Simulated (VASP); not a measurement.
# WSe2 (P1) in VASP: single point with r2SCAN

Aim: the single point of WSe2 with r2SCAN.

All numbers are computed with VASP 6.6.1; they aren't measurements. Logs are shortened: lines on timing, memory, paths and dates and some standing lists are left out, and cuts for length are marked.

## Step 1: The cell of the first run

The typed cell holds 12 atoms: a = 6.594 Å, b = 6.594 Å, c = 7.184 Å, α = 90.00°, β = 90.00°, γ = 120.00°.

## Step 2: Single point, r2SCAN

Input file POSCAR:

```
WSe2
1.0
    6.5944267511      0.0000000000      0.0000000000
   -3.2972133755      5.7109410898      0.0000000000
    0.0000000000      0.0000000000      7.1842727630
W Se
4 8
Direct
   -0.0087501537      0.0027046330     -0.0039845369
    0.0069403495      0.4889737008      0.0012101434
    0.4884828240      0.0018012793      0.0056728080
    0.5075115350      0.5049502271     -0.0036721880
    0.1664210370      0.3294707423      0.2262674391
    0.1642374684      0.3163389311      0.7466133563
    0.1710538838      0.8362259258      0.2351241463
    0.1818508195      0.8468929943      0.7538689271
    0.6652441072      0.3206606356      0.2385364610
    0.6529477006      0.3277773261      0.7795958178
    0.6736088868      0.8413503001      0.2530950675
    0.6715073188      0.8516048272      0.7686997950
```

Input file INCAR.step1:

```
  PREC = Accurate
  ENCUT = 520
  ISMEAR = -1
  SIGMA = 0.069
  LREAL = False
  LASPH = True
  NELM = 100
  NBANDS = 64
  GGA = PE
  ALGO = Normal
  EDIFF = 1E-4
  LWAVE = True
  LCHARG = False
```

Input file INCAR.step2:

```
  PREC = Accurate
  ENCUT = 520
  EDIFF = 1E-6
  ISMEAR = -1
  SIGMA = 0.069
  LREAL = False
  LASPH = True
  NELM = 100
  ALGO = Normal
  ISIF = 2
  LWAVE = False
  LCHARG = False
  METAGGA = R2SCAN
  LMIXTAU = True
  NBANDS = 64
  ISTART = 1
```

Input file KPOINTS:

```
Automatic mesh
0
Gamma
  3 3 2
```

Potentials or basis: VASP PAW PBE potentials, release 64 (W_sv, Se).

Launch:

```console
$ cat potpaw_PBE.64/W_sv/POTCAR potpaw_PBE.64/Se/POTCAR > POTCAR
$ cp INCAR.step1 INCAR
$ mpirun -np 1 vasp_std > vasp.out
$ cp INCAR.step2 INCAR
$ mpirun -np 1 vasp_std > vasp.out
```

OUTCAR:

```text
PREC = Accurate
   ENCUT = 520
   EDIFF = 1E-6
   ISMEAR = -1
   LREAL = False
   LASPH = True
   NELM = 100
   ISIF = 2
   METAGGA = R2SCAN
   ISTART = 1

 ion  position               nearest neighbor table
   1  0.991  0.003  0.996-  12 2.45   5 2.49   6 2.54  11 2.59   7 2.62   8 2.64   2 3.16   4 3.24
                             3 3.28   3 3.31   4 3.36   2 3.44
   2  0.007  0.489  0.001-   5 2.44  10 2.58   9 2.59   7 2.60   6 2.63   8 2.71   1 3.16   4 3.25
                             3 3.28   3 3.32   4 3.35   1 3.44
   3  0.488  0.002  0.006-   7 2.45  10 2.47   9 2.48   8 2.52  12 2.56  11 2.66   4 3.26   1 3.28
                             2 3.28   1 3.31   2 3.32   4 3.34
   4  0.508  0.505  0.996-  10 2.41   5 2.55  12 2.57   9 2.62   6 2.66  11 2.66   1 3.24   2 3.25
                             3 3.26   3 3.34   2 3.35   1 3.36
   5  0.166  0.329  0.226-   2 2.44   1 2.49   4 2.55
   6  0.164  0.316  0.747-   1 2.54   2 2.63   4 2.66
   7  0.171  0.836  0.235-   3 2.45   2 2.60   1 2.62
   8  0.182  0.847  0.754-   3 2.52   1 2.64   2 2.71
   9  0.665  0.321  0.239-   3 2.48   2 2.59   4 2.62
  10  0.653  0.328  0.780-   4 2.41   3 2.47   2 2.58
  11  0.674  0.841  0.253-   1 2.59   3 2.66   4 2.66
  12  0.672  0.852  0.769-   1 2.45   3 2.56   4 2.57

  LATTYP: Found a hexagonal cell.
 ALAT       =     6.5944267511
 C/A-ratio  =     1.0894461390

  Lattice vectors:

 A1 = (   6.5944267511,   0.0000000000,   0.0000000000)
 A2 = (  -3.2972133755,   5.7109410898,   0.0000000000)
 A3 = (   0.0000000000,   0.0000000000,   7.1842727630)

Analysis of symmetry for initial positions (statically):
=====================================================================
 Subroutine PRICEL returns:
 Original cell was already a primitive cell.

 Routine SETGRP: Setting up the symmetry group for a
 hexagonal supercell.

 Subroutine GETGRP returns: Found  1 space group operations
 (whereof  1 operations were pure point group operations)
 out of a pool of 24 trial point group operations.

The static configuration has the point symmetry C_1 .

Analysis of symmetry for dynamics (positions and initial velocities):
=====================================================================
 Subroutine PRICEL returns:
 Original cell was already a primitive cell.

 Routine SETGRP: Setting up the symmetry group for a
 hexagonal supercell.

 Subroutine GETGRP returns: Found  1 space group operations
 (whereof  1 operations were pure point group operations)
[... 117 lines left out ...]
   PSTRESS=    0.0 pullay stress
   NELECT =     104.0000    total number of electrons
   NUPDOWN=      -1.0000    fix difference up-down
   EMIN   =  10.00;   EMAX   =-10.00  energy-range for DOS
   EFERMI =   0.00;   METHOD = LEGACY
   ISMEAR =    -1;   SIGMA  =   0.07  broadening in eV -4-tet -1-fermi 0-gaus
   EFERMI_NEDOS =   21; number of points for ismear=-14 and -15
   IALGO  =     38    algorithm
   IMIX   =      4    mixing-type and parameters
     AMIX     =   0.40;   BMIX     =  1.00
     AMIX_MAG =   1.60;   BMIX_MAG =  1.00
  volume/ion in A,a.u.               =      22.55       152.15
  Fermi-wavevector in a.u.,A,eV,Ry     =   1.190319  2.249377 19.277547  1.416860
  Thomas-Fermi vector in A             =   2.326407
   LORBIT       =      0    0 simple, 1 ext, 2 COOP (PROOUT), +10 PAW based schemes
   METAGGA = R2SCAN    functional components
   LHFCALC =     F    Hartree Fock is set to
   AEXX    =    0.0000 exact exchange contribution
   IVDW    =     0    specifies the selected vdW correction
   LEPSILON=     F    determine dielectric tensor
   LRPA    =     F    only Hartree local field effects (RPA)
 non-spin polarized calculation
  energy-cutoff  :      520.00
  volume of cell :      270.56
 maximum number of plane-waves:      7358
 NGX is ok and might be reduce to    50
   NGX = 25   NGY = 25   NGZ = 27

 number of electron     104.0000004 magnetization

 Free energy of the ion-electron system (eV)
  ---------------------------------------------------
  ext. energy  EPLUGINS =         0.00000000
  ---------------------------------------------------
  free energy    TOTEN  =      -325.96780197 eV

  energy without entropy =     -325.96770482  energy(sigma->0) =     -325.96775340

 E-fermi :   5.3260     XC(G=0): -10.6539

 val. band max:        4.7312060583   @ k =   0.3333   0.3333   0.5000
 cond. band min:       5.8968221047   @ k =   0.3333   0.3333   0.0000
 fundamental gap:      1.1656160464
 Fermi energy:         5.3259739664

 k-point     1 :       0.0000    0.0000    0.0000
  band No.  band energies     occupation
      1     -71.3943      2.00000
      2     -71.3650      2.00000
      3     -71.3539      2.00000
      4     -71.3347      2.00000
      5     -35.0744      2.00000
      6     -35.0646      2.00000
[... 659 lines left out ...]
     63       7.6028      0.00000
     64       8.4816      0.00000

------------------------ aborting loop because EDIFF is reached ----------------------------------------

  FORCE on cell =-STRESS in cart. coord.  units (eV):
  Direction    XX          YY          ZZ          XY          YZ          ZX
  --------------------------------------------------------------------------------------
  -------------------------------------------------------------------------------------
  Total        0.7538993      0.8449504     -4.7942091     -0.0072140      1.0793974     -0.7452023
  in kB        4.4643308      5.0035038    -28.3896486     -0.0427186      6.3918179     -4.4128305
  external PRESSURE =      -6.3072713 kB  Pullay stress =       0.0000000 kB

 VOLUME and BASIS-vectors are now :
 -----------------------------------------------------------------------------
  energy-cutoff  :      520.00
  volume of cell :      270.56
      direct lattice vectors                 reciprocal lattice vectors
     6.594426751  0.000000000  0.000000000     0.151643204  0.087551245  0.000000000
    -3.297213376  5.710941090  0.000000000     0.000000000  0.175102489  0.000000000
     0.000000000  0.000000000  7.184272763     0.000000000  0.000000000  0.139192933

 POSITION                                       TOTAL-FORCE (eV/Angst)
 -----------------------------------------------------------------------------------
      6.52781      0.01545      7.15565         1.761984     -0.512879      0.520746
     -1.56648      2.79250      0.00869        -1.301764      1.249433     -1.181239
      3.21532      0.01029      0.04076         1.875537     -0.746475     -0.131787
      1.68182      2.88374      7.15789        -1.293213      0.303539      1.237750
      0.01112      1.88159      1.62557         0.727368      0.173437      0.399473
      0.04002      1.80659      5.36387        -0.158608      1.143008      1.461769
     -1.62921      4.77564      1.68920        -1.049073     -0.767259     -0.492833
     -1.59318      4.83656      5.41600        -0.862011     -1.162398      1.377861
      3.32962      1.83127      1.71371        -0.146335      1.238412     -0.425362
      3.22506      1.87192      5.60083         1.346121      0.527370     -1.086079
      1.66795      4.80490      1.81830        -0.314609     -0.461981     -1.797808
      1.62028      4.86346      5.52255        -0.585397     -0.984208      0.117508
 -----------------------------------------------------------------------------------
    total drift:                               -0.000359      0.000161      0.000138

  FREE ENERGIE OF THE ION-ELECTRON SYSTEM (eV)
  ---------------------------------------------------
  free  energy   TOTEN  =      -325.9678019720 eV

  energy  without entropy=     -325.9677048190  energy(sigma->0) =     -325.96775340
```

OUTCAR.step1:

```text
PREC = Accurate
   ENCUT = 520
   ISMEAR = -1
   LREAL = False
   LASPH = True
   NELM = 100
[... 917 lines left out ...]
      3.22506      1.87192      5.60083         1.322939      0.482385     -1.415546
      1.66795      4.80490      1.81830        -0.305745     -0.440973     -1.486284
      1.62028      4.86346      5.52255        -0.608284     -0.934441     -0.229342
 -----------------------------------------------------------------------------------
    total drift:                                0.000134      0.000316      0.000082

  FREE ENERGIE OF THE ION-ELECTRON SYSTEM (eV)
  ---------------------------------------------------
  free  energy   TOTEN  =       -85.4268369988 eV

  energy  without entropy=      -85.4266144383  energy(sigma->0) =      -85.42672572
```

Run time: 24 min. Hardware: 1 thread of Oxide Virtual Turin-like, shared host; peak memory 0.4 GiB.

What came out:

```
Free energy            : -325.9678 eV
Pressure               : -0.6 GPa
Largest force          : 2.157 eV/Å
Band gap on the k mesh : 1.17 eV, indirect (least direct gap 1.26 eV)
```

Forces on the atoms (eV/Å):
```
W    1.762 -0.513  0.521
W   -1.302  1.249 -1.181
W    1.876 -0.746 -0.132
W   -1.293  0.304  1.238
Se   0.727  0.173  0.399
Se  -0.159  1.143  1.462
Se  -1.049 -0.767 -0.493
Se  -0.862 -1.162  1.378
Se  -0.146  1.238 -0.425
Se   1.346  0.527 -1.086
Se  -0.315 -0.462 -1.798
Se  -0.585 -0.984  0.118
```

Caveat: the k points lie up to 0.44 Å⁻¹ apart; the PAW data sets were made with another functional, which shifts forces and pressure a little; spin-orbit coupling is left out, which moves the levels of the heavy elements.
